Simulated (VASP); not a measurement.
# CO2 (P-1) in VASP: single point with PBE

Aim: the single point of CO2 with PBE.

Program: VASP 6.6.1. These are calculated values, not measurements. Logs are shortened: lines on timing, memory, paths and dates and some standing lists are left out, and cuts for length are marked.

### 1 The cell of the first run

The typed cell holds 6 atoms: a = 3.939 Å, b = 4.070 Å, c = 7.465 Å, α = 89.97°, β = 95.03°, γ = 90.43°.

### 2 Single point, PBE

File INCAR:

```
PREC = Accurate
ENCUT = 520
EDIFF = 1E-7
ISMEAR = 0
SIGMA = 0.02
LREAL = False
LASPH = True
NELM = 80
ALGO = Normal
ISIF = 2
LWAVE = False
LCHARG = False
GGA = PE
NBANDS = 25
```

File KPOINTS:

```
Automatic mesh
0
Gamma
  6 6 4
```

File POSCAR:

```
CO2
1.0
    3.9385105136      0.0149604660     -0.0429433439
   -0.0457037553      4.0696540169      0.0118243754
   -0.5727218586     -0.0247491039      7.4430022046
C O
2 4
Direct
    0.5000000000      0.5000000000      0.5000000000
    0.5000000000      0.0000000000      0.0000000000
    0.6779172575      0.6632985878      0.5977445994
    0.3239507768      0.1616827672      0.9017464815
    0.3220827425      0.3367014122      0.4022554006
    0.6760492232      0.8383172328      0.0982535185
```

Potentials or basis: VASP PAW PBE potentials, release 64 (C, O).

The run is started by

```bash
$ cat potpaw_PBE.64/C/POTCAR potpaw_PBE.64/O/POTCAR > POTCAR
$ mpirun -np 1 vasp_std > vasp.out
```

OUTCAR:

```text
PREC = Accurate
   ENCUT = 520
   EDIFF = 1E-7
   ISMEAR = 0
   LREAL = False
   LASPH = True
   NELM = 80
   ISIF = 2
   GGA = PE

 ion  position               nearest neighbor table
   1  0.500  0.500  0.500-   3 1.17   5 1.17
   2  0.500  0.000  0.000-   4 1.17   6 1.17
   3  0.678  0.663  0.598-   1 1.17
   4  0.324  0.162  0.902-   2 1.17
   5  0.322  0.337  0.402-   1 1.17
   6  0.676  0.838  0.098-   2 1.17

  LATTYP: Found a triclinic cell.
 ALAT       =     3.9387730338
 B/A-ratio  =     1.8952718166
 C/A-ratio  =     1.0332983865
 COS(alpha) =     0.0004431576
 COS(beta)  =     0.0074625504
 COS(gamma) =     0.0875984835

  Lattice vectors:

 A1 = (  -3.9385105136,  -0.0149604660,   0.0429433439)
 A2 = (  -0.5727218586,  -0.0247491039,   7.4430022046)
 A3 = (  -0.0457037553,   4.0696540169,   0.0118243754)

Analysis of symmetry for initial positions (statically):
=====================================================================
 Subroutine PRICEL returns:
 Original cell was already a primitive cell.

 Routine SETGRP: Setting up the symmetry group for a
 triclinic supercell.

 Subroutine GETGRP returns: Found  2 space group operations
 (whereof  2 operations were pure point group operations)
 out of a pool of  2 trial point group operations.

The static configuration has the point symmetry S_2 .

Analysis of symmetry for dynamics (positions and initial velocities):
=====================================================================
 Subroutine PRICEL returns:
 Original cell was already a primitive cell.

 Routine SETGRP: Setting up the symmetry group for a
 triclinic supercell.

 Subroutine GETGRP returns: Found  2 space group operations
 (whereof  2 operations were pure point group operations)
 out of a pool of  2 trial point group operations.

The dynamic configuration has the point symmetry S_2 .

 Subroutine INISYM returns: Found  2 space group operations
 (whereof  2 operations are pure point group operations),
 and found     1 'primitive' translations

----------------------------------------------------------------------------------------

                                     Primitive cell

  volume of cell :     119.2052

  direct lattice vectors                    reciprocal lattice vectors
     3.938510514  0.014960466 -0.042943344     0.254105764  0.002796866  0.019562153
    -0.045703755  4.069654017  0.011824375    -0.000925194  0.245708577  0.000745826
    -0.572721859 -0.024749104  7.443002205     0.001467565 -0.000374210  0.134466069

  length of vectors
     3.938773034  4.069927821  7.465045523     0.254872987  0.245711451  0.134474598

  position of ions in fractional coordinates (direct lattice)
     0.500000000  0.500000000  0.500000000
     0.500000000  1.000000000  1.000000000
     0.677917257  0.663298588  0.597744599
     0.323950777  0.161682767  0.901746481
     0.322082743  0.336701412  0.402255401
     0.676049223  0.838317233  0.098253519

  ion indices of the primitive-cell ions
   primitive index   ion index
                 1           1
                 2           2
                 3           3
                 4           4
                 5           5
                 6           6

----------------------------------------------------------------------------------------

 KPOINTS: Automatic mesh

Automatic generation of k-mesh.
 Grid dimensions read from file:
 generate k-points for:    6    6    4

 Generating k-lattice:

  Cartesian coordinates                     Fractional coordinates (reciprocal lattice)
     0.042350961  0.000466144  0.003260359     0.166666667 -0.000000000 -0.000000000
    -0.000154199  0.040951429  0.000124304    -0.000000000  0.166666667 -0.000000000
     0.000366891 -0.000093552  0.033616517    -0.000000000  0.000000000  0.250000000

  Length of vectors
     0.042478831  0.040951908  0.033618649

  Shift w.r.t. Gamma in fractional coordinates (k-lattice)
     0.000000000  0.000000000  0.000000000

 Subroutine IBZKPT returns following result:
 ===========================================

 Found     76 irreducible k-points:

 Following reciprocal coordinates:
            Coordinates               Weight
  0.000000  0.000000  0.000000      1.000000
  0.166667  0.000000 -0.000000      2.000000
  0.333333  0.000000 -0.000000      2.000000
  0.500000 -0.000000 -0.000000      1.000000
  0.000000  0.166667 -0.000000      2.000000
  0.166667  0.166667 -0.000000      2.000000
[... 16 lines left out ...]
  0.333333  0.000000  0.250000      2.000000
  0.500000 -0.000000  0.250000      2.000000
 [... further k-points ...]
   k-points           NKPTS =     76   k-points in BZ     NKDIM =     76   number of bands    NBANDS=     25
   number of dos      NEDOS =    301   number of ions     NIONS =      6
   total plane-waves  NPLWV =  50400
   dimension x,y,z NGX =    30 NGY =   30 NGZ =   56
   dimension x,y,z NGXF=    60 NGYF=   60 NGZF=  112
   ions per type =               2   4
   NGX,Y,Z   is equivalent  to a cutoff of  12.66, 12.25, 12.47 a.u.
   NGXF,Y,Z  is equivalent  to a cutoff of  25.32, 24.51, 24.94 a.u.
 SYSTEM =  unknown system
   PREC   = accura    normal or accurate (medium, high low for compatibility)
   ISTART =      0    job   : 0-new  1-cont  2-samecut
   ICHARG =      2    charge: 1-file 2-atom 10-const
   ISPIN  =      1    spin polarized calculation?
   LNONCOLLINEAR =      F non collinear calculations
   LSORBIT =      F    spin-orbit coupling
   LASPH  =      T    aspherical Exc in radial PAW
   ENCUT  =  520.0 eV  38.22 Ry    6.18 a.u.   7.32  7.57 13.88*2*pi/ulx,y,z
   NELM   =     80;   NELMIN=  2; NELMDL= -5     # of ELM steps
   EDIFF  = 0.1E-06   stopping-criterion for ELM
   LREAL  =      F    real-space projection
   EDIFFG = 0.1E-05   stopping-criterion for IOM
   NSW    =      0    number of steps for IOM
   IBRION =     -1    ionic relax: 0-MD 1-quasi-New 2-CG
   NFREE  =      0    steps in history (QN), initial steepest desc. (CG)
   ISIF   =      2    stress and relaxation
   ISYM   =      2    0-nonsym 1-usesym 2-fastsym
   POTIM  = 0.5000    time-step for ionic-motion
   TEBEG  =    0.0;   TEEND  =   0.0 temperature during run
   PSTRESS=    0.0 pullay stress
   NELECT =      32.0000    total number of electrons
   NUPDOWN=      -1.0000    fix difference up-down
   EMIN   =  10.00;   EMAX   =-10.00  energy-range for DOS
   EFERMI =   0.00;   METHOD = LEGACY
   ISMEAR =     0;   SIGMA  =   0.02  broadening in eV -4-tet -1-fermi 0-gaus
   EFERMI_NEDOS =   21; number of points for ismear=-14 and -15
   IALGO  =     38    algorithm
   IMIX   =      4    mixing-type and parameters
     AMIX     =   0.40;   BMIX     =  1.00
     AMIX_MAG =   1.60;   BMIX_MAG =  1.00
  volume/ion in A,a.u.               =      19.87       134.07
  Fermi-wavevector in a.u.,A,eV,Ry     =   1.056071  1.995685 15.174382  1.115286
  Thomas-Fermi vector in A             =   2.191293
   LORBIT       =      0    0 simple, 1 ext, 2 COOP (PROOUT), +10 PAW based schemes
   GGA     = PE    functional components
   LHFCALC =     F    Hartree Fock is set to
   AEXX    =    0.0000 exact exchange contribution
   IVDW    =     0    specifies the selected vdW correction
   LEPSILON=     F    determine dielectric tensor
   LRPA    =     F    only Hartree local field effects (RPA)
 non-spin polarized calculation
 Gauss-broadening in eV      SIGMA  =   0.02
  energy-cutoff  :      520.00
  volume of cell :      119.21
 maximum number of plane-waves:      3243
 NGX is ok and might be reduce to    30
   NGX = 15   NGY = 15   NGZ = 27

 number of electron      31.9999987 magnetization

 Free energy of the ion-electron system (eV)
  ---------------------------------------------------
  ext. energy  EPLUGINS =         0.00000000
  ---------------------------------------------------
  free energy    TOTEN  =       -46.09456033 eV

  energy without entropy =      -46.09456033  energy(sigma->0) =      -46.09456033

 E-fermi :  -4.9468     XC(G=0):  -6.5952

 val. band max:       -5.0455365580   @ k =   0.5000  -0.0000  -0.0000
 cond. band min:       1.4547878193   @ k =   0.0000   0.0000   0.0000
 fundamental gap:      6.5003243773
 Fermi energy:        -4.9467971254

 k-point     1 :       0.0000    0.0000    0.0000
  band No.  band energies     occupation
      1     -25.4738      2.00000
      2     -25.4251      2.00000
      3     -24.4071      2.00000
      4     -24.3823      2.00000
      5     -10.0065      2.00000
      6      -9.9450      2.00000
[... 17 lines left out ...]
     24       9.3303      0.00000
     25       9.8197      0.00000

 k-point     2 :       0.1667    0.0000   -0.0000
  band No.  band energies     occupation
      1     -25.4629      2.00000
      2     -25.4163      2.00000
      3     -24.4109      2.00000
      4     -24.3885      2.00000
      5      -9.9977      2.00000
      6      -9.9865      2.00000
[... 17 lines left out ...]
     24       8.7166      0.00000
     25       9.0820      0.00000

 k-point     3 :       0.3333    0.0000   -0.0000
  band No.  band energies     occupation
      1     -25.4407      2.00000
      2     -25.3981      2.00000
      3     -24.4187      2.00000
      4     -24.4014      2.00000
      5     -10.0548      2.00000
      6      -9.9672      2.00000
[... 552 lines left out ...]
 k-point    23 :       0.3333    0.0000    0.2500
  band No.  band energies     occupation
      1     -25.4336      2.00000
      2     -25.4054      2.00000
      3     -24.4149      2.00000
      4     -24.4048      2.00000
      5     -10.0862      2.00000
      6      -9.9442      2.00000
[... 17 lines left out ...]
     24       7.4169      0.00000
     25       8.6968      0.00000

 k-point    24 :       0.5000   -0.0000    0.2500
  band No.  band energies     occupation
      1     -25.4235      2.00000
      2     -25.3947      2.00000
      3     -24.4206      2.00000
      4     -24.4098      2.00000
      5     -10.0705      2.00000
      6      -9.9720      2.00000
[... 17 lines left out ...]
     24       6.6062      0.00000
     25       7.8644      0.00000

 [... further k-points ...]

------------------------ aborting loop because EDIFF is reached ----------------------------------------

  FORCE on cell =-STRESS in cart. coord.  units (eV):
  Direction    XX          YY          ZZ          XY          YZ          ZX
  --------------------------------------------------------------------------------------
  -------------------------------------------------------------------------------------
  Total        0.7448271      0.8267184      0.9310973      0.0031380      0.0064064      0.9796202
  in kB       10.0108446     11.1115043     12.5144089      0.0421757      0.0861055     13.1665802
  external PRESSURE =      11.2122526 kB  Pullay stress =       0.0000000 kB

 VOLUME and BASIS-vectors are now :
 -----------------------------------------------------------------------------
  energy-cutoff  :      520.00
  volume of cell :      119.21
      direct lattice vectors                 reciprocal lattice vectors
     3.938510514  0.014960466 -0.042943344     0.254105764  0.002796866  0.019562153
    -0.045703755  4.069654017  0.011824375    -0.000925194  0.245708577  0.000745826
    -0.572721859 -0.024749104  7.443002205     0.001467565 -0.000374210  0.134466069

 POSITION                                       TOTAL-FORCE (eV/Angst)
 -----------------------------------------------------------------------------------
      1.66004      2.02993      3.70594        -0.000000     -0.000000      0.000000
      1.96926      0.00748     -0.02147        -0.000000     -0.000000      0.000000
      2.29733      2.69474      4.42775         0.342969      0.358573      0.389047
      0.75204      0.64052      6.69970        -0.346563      0.354328     -0.388971
      1.02276      1.36512      2.98414        -0.342969     -0.358573     -0.389047
      2.56804      3.41934      0.71218         0.346563     -0.354328      0.388971
 -----------------------------------------------------------------------------------
    total drift:                               -0.000000     -0.000000     -0.000000

  FREE ENERGIE OF THE ION-ELECTRON SYSTEM (eV)
  ---------------------------------------------------
  free  energy   TOTEN  =       -46.0945603349 eV

  energy  without entropy=      -46.0945603349  energy(sigma->0) =      -46.09456033
```

It took 96 s on 1 thread of Intel Xeon 6975P-C (Granite Rapids), shared host; peak memory 0.31 GiB.

What came out:

* Free energy: -46.0946 eV
* Pressure: 1.1 GPa
* Largest force: 0.631 eV/Å
* Band gap on the k mesh: 6.50 eV (least direct gap 6.77 eV)

Forces in eV/Å, atoms in the order of the input:
```
C    0.000  0.000  0.000
C    0.000  0.000  0.000
O    0.343  0.359  0.389
O   -0.347  0.354 -0.389
O   -0.343 -0.359 -0.389
O    0.347 -0.354  0.389
```

Caveat: this functional lacks dispersion, which holds the molecules together, so the pressure and a relaxed volume are unreliable.
